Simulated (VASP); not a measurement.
Here is a VASP 6.6.1 calculation.

INCAR

```
SYSTEM = WC
ALGO = Normal
EDIFF = 1E-7
ENCUT = 520
ISIF = 2
ISMEAR = -1
LASPH = .TRUE.
LCHARG = .TRUE.
LELF = .TRUE.
LREAL = .FALSE.
LVHAR = .TRUE.
LWAVE = .FALSE.
NBANDS = 16
NELM = 100
PREC = Accurate
SIGMA = 0.05
```

Contents of KPOINTS:

```
k-points
0
G
  10 10 10
  0 0 0
```

The input POSCAR:

```
WC
1.0
    0.0000000000      2.1479227872      2.1479227872
    2.1479227872      0.0000000000      2.1479227872
    2.1479227872      2.1479227872      0.0000000000
W C
1 1
Direct
    0.0000000000      0.0000000000      0.0000000000
    0.5000000000      0.5000000000      0.5000000000
```

Potentials or basis: VASP PAW LDA potentials, release 64 (W_sv, C).

Launch:

```bash
$ cat potpaw_LDA.64/W_sv/POTCAR potpaw_LDA.64/C/POTCAR > POTCAR
$ mpirun -np 1 vasp_std > vasp.out
```

Predict the band gap on the k mesh.

zero (band 9 reaches 14.42 eV, above the bottom of band 10 at 10.94 eV).

Estimate the pressure.

10.3 GPa.

Caveat: spin-orbit coupling is left out, which moves the levels of the heavy elements.
